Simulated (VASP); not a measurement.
Input of a VASP 6.6.1 run:

The input INCAR:

```
SYSTEM = Rh
ALGO     = Fast           ! electronic algorithm
EDIFF    = 1E-6           ! SCF threshold, eV
ENCUT    = 520            ! plane-wave cutoff, eV
GGA      = PE             ! functional
ISIF     = 2              ! what is computed and relaxed
ISMEAR   = 0              ! smearing method
IVDW     = 12             ! dispersion correction
LASPH    = .TRUE.         ! aspherical terms in the spheres
LCHARG   = .FALSE.        ! write CHGCAR
LREAL    = .FALSE.        ! projectors in reciprocal space
LWAVE    = .FALSE.        ! write WAVECAR
NBANDS   = 14             ! bands
NELM     = 80             ! most SCF steps
PREC     = Accurate       ! precision mode
SIGMA    = 0.1            ! smearing width, eV
```

File KPOINTS:

```
k-points
0
G
  8 8 8
  0 0 0
```

POSCAR

```
Rh
1.0
    0.0000000000      1.9015500000      1.9015500000
    1.9015500000      0.0000000000      1.9015500000
    1.9015500000      1.9015500000      0.0000000000
Rh
1
Direct
    0.0000000000      0.0000000000      0.0000000000
```

Potentials or basis: VASP PAW PBE potentials, release 64 (Rh_pv).

Run with:

```bash
$ cat potpaw_PBE.64/Rh_pv/POTCAR > POTCAR
$ mpirun -np 1 vasp_std > vasp.out
```

Question: What does it give for the pressure?

Answer: -1.2 GPa.

Question: What does it give for the dispersion energy per atom?

Answer: -0.647 eV.

Caveat: pairwise dispersion overbinds metals, which lowers pressure and volume.
